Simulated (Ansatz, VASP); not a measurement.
One calculation of BN, two programs

File POSCAR:

```
BN
1.0
    0.0000000000      1.8075000000      1.8075000000
    1.8075000000      0.0000000000      1.8075000000
    1.8075000000      1.8075000000      0.0000000000
B N
1 1
Direct
    0.0000000000      0.0000000000      0.0000000000
    0.7500000000      0.7500000000      0.7500000000
```

The input INCAR.step1:

```
PREC = Accurate
ENCUT = 520
ISMEAR = -1
SIGMA = 0.02
LREAL = False
LASPH = True
NELM = 100
NBANDS = 11
GGA = PE
ALGO = Normal
EDIFF = 1E-4
LWAVE = True
LCHARG = False
```

File INCAR.step2:

```
PREC = Accurate
ENCUT = 520
EDIFF = 1E-8
ISMEAR = -1
SIGMA = 0.02
LREAL = False
LASPH = True
NELM = 100
ALGO = Normal
ISIF = 2
LWAVE = False
LCHARG = False
METAGGA = R2SCAN
LMIXTAU = True
LEFG = True
NBANDS = 11
ISTART = 1
```

File KPOINTS:

```
regular mesh
0
Gamma
  11 11 11
```

Input for Ansatz:

```yaml
crystal:
  lattice:
    - [0.0, 1.8075, 1.8075]
    - [1.8075, 0.0, 1.8075]
    - [1.8075, 1.8075, 0.0]
  atoms:
    - { symbol: B, position: [0.0, 0.0, 0.0] }
    - { symbol: "N", position: [0.75, 0.75, 0.75] }
kpoints:
  mp_grid: { grid: [11, 11, 11] }
  band_path:
    path:
      - [0.0, 0.0, 0.0]
      - [-0.5, -0.5, 0.0]
      - [-0.375, -0.375, 0.25]
      - [-0.375, 0.0, 0.375]
      - [0.0, 0.0, 0.0]
      - [0.0, 0.0, 0.5]
      - [-0.5, -0.25, 0.25]
      - [-0.5, -0.5, 0.0]
    npoints: 5
scf:
  occupations: { method: fermi_dirac, width: 0.02 }
hamiltonian:
  xc: r2scan
  pseudopotentials: { kind: paw }
output:
  forces: true
  stress: true
  eigenvalues: true
  efg: { contact_densities: true }
```

Alike in both runs: task electric field gradients; functional r2SCAN; k mesh 11 × 11 × 11; occupations fermi-dirac, width 0.02 eV; no spin polarisation.

|  | VASP | Ansatz |
| --- | --- | --- |
| version | VASP 6.6.1 | Ansatz 0.2.0 |
| potentials or method | VASP PAW PBE potentials, release 64 (B, N) | PAW with Ansatz's default frozen-core files, scalar-relativistic |
| plane-wave cutoff (eV) | 520 | 500 |
| valence electrons in the cell | 8 | 8 |

```tsv
	VASP	Ansatz	Ansatz less VASP
gap on the k mesh at the Fermi level (eV)	5.08	5.11	+0.021
pressure (GPa)	-0.6	-1.7	-1.09
```

VASP's potentials were made for PBE, not for r2SCAN. The functional is the same, so the differences come from potentials, cutoffs and numerics.
